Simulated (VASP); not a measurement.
Wanted: the native input for a VASP 6.6.1 run.

```
Task                               : single point
Functional                         : B3LYP
Potentials or basis                : VASP PAW PBE potentials, release 64 (Ga_d, As)
Cutoff                             : 520 eV
k mesh                             : 5 × 5 × 5
Occupations                        : fermi-dirac, width 0.05 eV
Spin                               : no spin polarisation
Dipole correction                  : no
Grid for exact exchange (PRECFOCK) : Normal
Further INCAR settings             : ALGO = Normal; EDIFF = 1e-06; NBANDS = 16
Share of exact exchange            : 0.2
```

The system is GaAs.

```xyz
2
Lattice="0.0000 2.6959 2.6959 2.6959 0.0000 2.6959 2.6959 2.6959 0.0000" Properties=species:S:1:pos:R:3 pbc="T T T"
Ga    0.0000    0.0000    0.0000
As    2.6959    2.6959    2.6959
```

The input as run:

POSCAR

```
GaAs
1.0
    0.0000000000      2.6958900000      2.6958900000
    2.6958900000      0.0000000000      2.6958900000
    2.6958900000      2.6958900000      0.0000000000
Ga As
1 1
Direct
    0.0000000000      0.0000000000      0.0000000000
    0.5000000000      0.5000000000      0.5000000000
```

INCAR.step1

```
SYSTEM = GaAs
  PREC = Accurate
  ENCUT = 520
  EDIFF = 1E-5
  ISMEAR = -1
  SIGMA = 0.05
  LREAL = .False.
  LASPH = .True.
  NELM = 100
  ALGO = Normal
  ISIF = 2
  LWAVE = .True.
  NBANDS = 16
  GGA = PE
```

INCAR.step2

```
SYSTEM = GaAs
  PREC = Accurate
  ENCUT = 520
  EDIFF = 1E-6
  ISMEAR = -1
  SIGMA = 0.05
  LREAL = .False.
  LASPH = .True.
  NELM = 100
  ALGO = Normal
  ISIF = 2
  LWAVE = .False.
  LCHARG = .True.
  GGA = B3
  LHFCALC = .True.
  AEXX = 0.2
  AGGAX = 0.72
  AGGAC = 0.81
  ALDAC = 0.19
  PRECFOCK = Normal
  LELF = .True.
  LVHAR = .True.
  NBANDS = 16
  ISTART = 1
```

KPOINTS

```
Automatic mesh
0
Gamma
  5 5 5
  0 0 0
```

Potentials or basis: VASP PAW PBE potentials, release 64 (Ga_d, As).

Command:

```sh
$ cat potpaw_PBE.64/Ga_d/POTCAR potpaw_PBE.64/As/POTCAR > POTCAR
$ cp INCAR.step1 INCAR
$ mpirun -np 1 vasp_std > vasp.out
$ cp INCAR.step2 INCAR
$ mpirun -np 1 vasp_std > vasp.out
```

It gave:

* Pressure: 2.6 GPa
* Band gap on the k mesh: zero (bands 9 and 10 overlap by 3.57 eV)

Caveat: the k points lie up to 0.40 Å⁻¹ apart, too coarse for converged energies and pressures of a metal; the PAW data sets were made with another functional, which shifts forces and pressure a little.

It took 16 min on 1 thread of Intel(R) Xeon(R) 6975P-C (Granite Rapids) (shared host), peak memory 0.19 GiB.
